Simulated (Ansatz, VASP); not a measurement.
**KCl in VASP and in Ansatz**

```
CELL_PARAMETERS angstrom
0.00000 3.20653 3.20653
3.20653 0.00000 3.20653
3.20653 3.20653 0.00000
ATOMIC_POSITIONS crystal
K 0.00000 0.00000 0.00000
Cl 0.50000 0.50000 0.50000
```

Alike in both runs: task single point; functional r2SCAN; k mesh 6 × 6 × 6; no spin polarisation.

|  | VASP | Ansatz |
| --- | --- | --- |
| version | VASP 6.6.1 | Ansatz 0.2.0 |
| potentials or method | VASP PAW PBE potentials, release 64 (K_sv, Cl) | plane waves, PAW |
| plane-wave cutoff (eV) | 520 | 500 |
| occupations | gaussian, width 0.01 eV | fixed |
| valence electrons in the cell | 16 | 16 |

```csv
,VASP,Ansatz,Ansatz less VASP
gap on the k mesh at the Fermi level (eV),5.64,5.63,-0.004
pressure (GPa),-1.0,-0.9,+0.03
```

VASP's potentials were made for PBE, not for r2SCAN.
